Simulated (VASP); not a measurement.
# P (P6_3/mmc) in VASP: single point with PBE

Aim: the single point of P with PBE.

All numbers are computed with VASP 6.6.1; they aren't measurements. Logs are shortened: lines on timing, memory, paths and dates and some standing lists are left out, and cuts for length are marked.

## 1. The cell of the first run

It takes space group P6_3/mmc (No. 194, hexagonal). Conventional cell: a = 3.285 Å, b = 3.285 Å, c = 3.229 Å, α = 90.00°, β = 90.00°, γ = 120.00°. P (site symmetry -6m2) has 14 P at 2.49 to 3.29 Å within 3.3 Å.

## 2. Single point, PBE

Contents of INCAR:

```
  ALGO = Normal
  EDIFF = 1E-7
  ENCUT = 520
  GGA = PE
  ISIF = 2
  ISMEAR = -1
  LASPH = T
  LCHARG = F
  LREAL = F
  LWAVE = F
  NBANDS = 12
  NELM = 60
  PREC = Accurate
  SIGMA = 0.1
```

Contents of KPOINTS:

```
k-points
0
Gamma
  6 6 5
```

Contents of POSCAR:

```
P
1.0
    3.2851535423      0.0000000000      0.0000000000
   -1.6425767712      2.8450264230      0.0000000000
    0.0000000000      0.0000000000      3.2293034843
P
2
Direct
    0.3333333333      0.6666666667      0.2500000000
    0.6666666667      0.3333333333      0.7500000000
```

Potentials or basis: VASP PAW PBE potentials, release 64 (P).

Run with:

```
> cat potpaw_PBE.64/P/POTCAR > POTCAR
> mpirun -np 1 vasp_std > vasp.out
```

OUTCAR:

```text
EDIFF = 1E-7
   ENCUT = 520
   GGA = PE
   ISIF = 2
   ISMEAR = -1
   LASPH = T
   LREAL = F
   NELM = 60
   PREC = Accurate

 ion  position               nearest neighbor table
   1  0.333  0.667  0.250-   2 2.49   2 2.49   2 2.49   2 2.49   2 2.49   2 2.49
   2  0.667  0.333  0.750-   1 2.49   1 2.49   1 2.49   1 2.49   1 2.49   1 2.49

  LATTYP: Found a hexagonal cell.
 ALAT       =     3.2851535423
 C/A-ratio  =     0.9829992549

  Lattice vectors:

 A1 = (   3.2851535423,   0.0000000000,   0.0000000000)
 A2 = (  -1.6425767712,   2.8450264230,   0.0000000000)
 A3 = (   0.0000000000,   0.0000000000,   3.2293034843)

Analysis of symmetry for initial positions (statically):
=====================================================================
 Subroutine PRICEL returns:
 Original cell was already a primitive cell.

 Routine SETGRP: Setting up the symmetry group for a
 hexagonal supercell.

 Subroutine GETGRP returns: Found 24 space group operations
 (whereof 12 operations were pure point group operations)
 out of a pool of 24 trial point group operations.

The static configuration has the point symmetry D_3d.
 The point group associated with its full space group is D_6h.

Analysis of symmetry for dynamics (positions and initial velocities):
=====================================================================
 Subroutine PRICEL returns:
 Original cell was already a primitive cell.

 Routine SETGRP: Setting up the symmetry group for a
 hexagonal supercell.

 Subroutine GETGRP returns: Found 24 space group operations
 (whereof 12 operations were pure point group operations)
 out of a pool of 24 trial point group operations.

The dynamic configuration has the point symmetry D_3d.
 The point group associated with its full space group is D_6h.

 Subroutine INISYM returns: Found 24 space group operations
 (whereof 12 operations are pure point group operations),
 and found     1 'primitive' translations

----------------------------------------------------------------------------------------

                                     Primitive cell

  volume of cell :      30.1822

  direct lattice vectors                    reciprocal lattice vectors
     3.285153542  0.000000000  0.000000000     0.304399775  0.175745292  0.000000000
    -1.642576771  2.845026423  0.000000000     0.000000000  0.351490584  0.000000000
     0.000000000  0.000000000  3.229303484     0.000000000  0.000000000  0.309664299

  length of vectors
     3.285153542  3.285153542  3.229303484     0.351490584  0.351490584  0.309664299

  position of ions in fractional coordinates (direct lattice)
     0.333333333  0.666666667  0.250000000
     0.666666667  0.333333333  0.750000000

  ion indices of the primitive-cell ions
   primitive index   ion index
                 1           1
                 2           2

----------------------------------------------------------------------------------------

 KPOINTS: k-points

Automatic generation of k-mesh.
 Grid dimensions read from file:
 generate k-points for:    6    6    5

 Generating k-lattice:

  Cartesian coordinates                     Fractional coordinates (reciprocal lattice)
     0.050733296  0.029290882  0.000000000     0.166666667 -0.000000000  0.000000000
     0.000000000  0.058581764  0.000000000     0.000000000  0.166666667  0.000000000
     0.000000000  0.000000000  0.061932860     0.000000000  0.000000000  0.200000000

  Length of vectors
     0.058581764  0.058581764  0.061932860

  Shift w.r.t. Gamma in fractional coordinates (k-lattice)
     0.000000000  0.000000000  0.000000000

 Subroutine IBZKPT returns following result:
 ===========================================

 Found     21 irreducible k-points:

 Following reciprocal coordinates:
            Coordinates               Weight
  0.000000  0.000000  0.000000      1.000000
  0.166667 -0.000000  0.000000      6.000000
  0.333333 -0.000000  0.000000      6.000000
  0.500000 -0.000000  0.000000      3.000000
  0.166667  0.166667  0.000000      6.000000
  0.333333  0.166667  0.000000     12.000000
[... 13 lines left out ...]
  0.333333  0.166667  0.400000     24.000000
  0.333333  0.333333  0.400000      4.000000
   k-points           NKPTS =     21   k-points in BZ     NKDIM =     21   number of bands    NBANDS=     12
   number of dos      NEDOS =    301   number of ions     NIONS =      2
   total plane-waves  NPLWV =  13824
   dimension x,y,z NGX =    24 NGY =   24 NGZ =   24
   dimension x,y,z NGXF=    48 NGYF=   48 NGZF=   48
   ions per type =               2
   NGX,Y,Z   is equivalent  to a cutoff of  12.15, 12.15, 12.36 a.u.
   NGXF,Y,Z  is equivalent  to a cutoff of  24.29, 24.29, 24.71 a.u.
 SYSTEM =  unknown system
   PREC   = accura    normal or accurate (medium, high low for compatibility)
   ISTART =      0    job   : 0-new  1-cont  2-samecut
   ICHARG =      2    charge: 1-file 2-atom 10-const
   ISPIN  =      1    spin polarized calculation?
   LNONCOLLINEAR =      F non collinear calculations
   LSORBIT =      F    spin-orbit coupling
   LASPH  =      T    aspherical Exc in radial PAW
   ENCUT  =  520.0 eV  38.22 Ry    6.18 a.u.   6.11  6.11  6.00*2*pi/ulx,y,z
   NELM   =     60;   NELMIN=  2; NELMDL= -5     # of ELM steps
   EDIFF  = 0.1E-06   stopping-criterion for ELM
   LREAL  =      F    real-space projection
   EDIFFG = 0.1E-05   stopping-criterion for IOM
   NSW    =      0    number of steps for IOM
   IBRION =     -1    ionic relax: 0-MD 1-quasi-New 2-CG
   NFREE  =      0    steps in history (QN), initial steepest desc. (CG)
   ISIF   =      2    stress and relaxation
   ISYM   =      2    0-nonsym 1-usesym 2-fastsym
   POTIM  = 0.5000    time-step for ionic-motion
   TEBEG  =    0.0;   TEEND  =   0.0 temperature during run
   PSTRESS=    0.0 pullay stress
   NELECT =      10.0000    total number of electrons
   NUPDOWN=      -1.0000    fix difference up-down
   EMIN   =  10.00;   EMAX   =-10.00  energy-range for DOS
   EFERMI =   0.00;   METHOD = LEGACY
   ISMEAR =    -1;   SIGMA  =   0.10  broadening in eV -4-tet -1-fermi 0-gaus
   EFERMI_NEDOS =   21; number of points for ismear=-14 and -15
   IALGO  =     38    algorithm
   IMIX   =      4    mixing-type and parameters
     AMIX     =   0.40;   BMIX     =  1.00
     AMIX_MAG =   1.60;   BMIX_MAG =  1.00
  volume/ion in A,a.u.               =      15.09       101.84
  Fermi-wavevector in a.u.,A,eV,Ry     =   1.132812  2.140704 17.459857  1.283263
  Thomas-Fermi vector in A             =   2.269514
   LORBIT       =      0    0 simple, 1 ext, 2 COOP (PROOUT), +10 PAW based schemes
   GGA     = PE    functional components
   LHFCALC =     F    Hartree Fock is set to
   AEXX    =    0.0000 exact exchange contribution
   IVDW    =     0    specifies the selected vdW correction
   LEPSILON=     F    determine dielectric tensor
   LRPA    =     F    only Hartree local field effects (RPA)
 non-spin polarized calculation
  energy-cutoff  :      520.00
  volume of cell :       30.18
 maximum number of plane-waves:       831
   NGX = 13   NGY = 13   NGZ = 13

 number of electron      10.0000000 magnetization

 number of electron       9.9999997 magnetization

 Free energy of the ion-electron system (eV)
  ---------------------------------------------------
  ext. energy  EPLUGINS =         0.00000000
  ---------------------------------------------------
  free energy    TOTEN  =       -10.01005282 eV

  energy without entropy =       -9.98749019  energy(sigma->0) =       -9.99877150

 E-fermi :   9.2501     XC(G=0): -11.1552

 val. band max:        9.2247574111   @ k =   0.3333   0.3333   0.0000
 cond. band min:       9.3068253942   @ k =   0.0000   0.0000   0.4000
 fundamental gap:      0.0820679831
 Fermi energy:         9.2501195346

 k-point     1 :       0.0000    0.0000    0.0000
  band No.  band energies     occupation
      1      -7.0504      2.00000
      2       5.2198      2.00000
      3       5.7899      2.00000
      4       7.4956      2.00000
      5       7.4956      2.00000
      6      11.4566      0.00000
      7      11.4566      0.00000
      8      12.0046      0.00000
      9      17.3087      0.00000
     10      17.9440      0.00000
     11      20.7707      0.00000
     12      20.7707      0.00000

 k-point     2 :       0.1667   -0.0000    0.0000
  band No.  band energies     occupation
      1      -6.6003      2.00000
      2       3.7571      2.00000
      3       5.6225      2.00000
      4       6.6395      2.00000
      5       7.4765      2.00000
      6      10.7350      0.00000
      7      12.8808      0.00000
      8      14.2444      0.00000
      9      15.1500      0.00000
     10      18.1658      0.00000
     11      19.9989      0.00000
     12      20.7450      0.00000

 k-point     3 :       0.3333   -0.0000    0.0000
  band No.  band energies     occupation
      1      -5.2998      2.00000
      2       0.4105      2.00000
      3       5.5970      2.00000
      4       6.7693      2.00000
      5       7.6642      2.00000
      6      10.5376      0.00001
      7      12.1379      0.00000
      8      14.7504      0.00000
      9      14.9871      0.00000
     10      18.9723      0.00000
     11      18.9836      0.00000
     12      21.1059      0.00000
[... 241 lines left out ...]
 k-point    20 :       0.3333    0.1667    0.4000
  band No.  band energies     occupation
      1      -2.0790      2.00000
      2      -0.1067      2.00000
      3       2.0228      2.00000
      4       3.9410      2.00000
      5       5.4634      2.00000
      6       7.9771      1.99999
      7      13.3550      0.00000
      8      15.1837      0.00000
      9      19.1856      0.00000
     10      20.6210      0.00000
     11      22.1737      0.00000
     12      24.4969      0.00000

 k-point    21 :       0.3333    0.3333    0.4000
  band No.  band energies     occupation
      1      -0.6645      2.00000
      2      -0.6645      2.00000
      3       2.7882      2.00000
      4       2.7882      2.00000
      5       4.0260      2.00000
      6       6.6415      2.00000
      7      16.2254      0.00000
      8      16.2254      0.00000
      9      18.8003      0.00000
     10      21.4546      0.00000
     11      22.9443      0.00000
     12      22.9443      0.00000

------------------------ aborting loop because EDIFF is reached ----------------------------------------

  FORCE on cell =-STRESS in cart. coord.  units (eV):
  Direction    XX          YY          ZZ          XY          YZ          ZX
  --------------------------------------------------------------------------------------
  -------------------------------------------------------------------------------------
  Total        0.0267575      0.0267575     -0.3996113     -0.0000000      0.0000000      0.0000000
  in kB        1.4203822      1.4203822    -21.2127773     -0.0000000      0.0000000      0.0000000
  external PRESSURE =      -6.1240043 kB  Pullay stress =       0.0000000 kB

 VOLUME and BASIS-vectors are now :
 -----------------------------------------------------------------------------
  energy-cutoff  :      520.00
  volume of cell :       30.18
      direct lattice vectors                 reciprocal lattice vectors
     3.285153542  0.000000000  0.000000000     0.304399775  0.175745292  0.000000000
    -1.642576771  2.845026423  0.000000000     0.000000000  0.351490584  0.000000000
     0.000000000  0.000000000  3.229303484     0.000000000  0.000000000  0.309664299

 POSITION                                       TOTAL-FORCE (eV/Angst)
 -----------------------------------------------------------------------------------
     -0.00000      1.89668      0.80733        -0.000000      0.000000      0.000000
      1.64258      0.94834      2.42198         0.000000     -0.000000      0.000000
 -----------------------------------------------------------------------------------
    total drift:                               -0.000000      0.000000      0.000000

  FREE ENERGIE OF THE ION-ELECTRON SYSTEM (eV)
  ---------------------------------------------------
  free  energy   TOTEN  =       -10.0100528155 eV

  energy  without entropy=       -9.9874901936  energy(sigma->0) =       -9.99877150
```

It took 11 s on 1 thread of AMD EPYC 7R13, shared host; peak memory 0.1 GiB.

What came out:

| Item | Value |
| --- | --- |
| Free energy | -10.0101 eV |
| Pressure | -0.6 GPa |
| Band gap on the k mesh | zero (band 5 reaches 11.10 eV, above the bottom of band 6 at 6.64 eV) |

Caveat: the k points lie up to 0.39 Å⁻¹ apart.
